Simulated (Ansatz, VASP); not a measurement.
**KF in VASP and in Ansatz**

```
K F
1.0
     0.11271    2.66655    2.66655
     2.66655    0.11271    2.66655
     2.66655    2.66655    0.11271
K F
1 1
Cartesian
  0.0000 0.0000 0.0000
  2.7229 2.7229 2.7229
```

Alike in both runs: task single point; functional LDA; k mesh 8 × 8 × 8; occupations gaussian, width 0.05 eV; no spin polarisation.

```csv
,VASP,Ansatz
version,VASP 6.6.1,Ansatz 0.2.0
potentials or method,"VASP PAW LDA potentials, release 64 (K_sv, F), cutoff 520 eV","scalar-relativistic, plane waves, PAW"
valence electrons in the cell,16,16
```

Ansatz gave:

| Property | Result |
| --- | --- |
| gap on the k mesh at the Fermi level (eV) | 6.14 |
| least direct gap on the mesh (eV) | 6.14 |
| pressure (GPa) | -1.4 |
| traceless stress, the component that is largest in VASP (GPa) | -0.70 |

Estimate VASP's values.

gap on the k mesh at the Fermi level (eV): 6.13; least direct gap on the mesh (eV): 6.13; pressure (GPa): -1.2; traceless stress, the component that is largest in VASP (GPa): -0.69.

LDA's correlation is that of Perdew and Zunger in VASP and of Perdew and Wang (1992) in Ansatz.
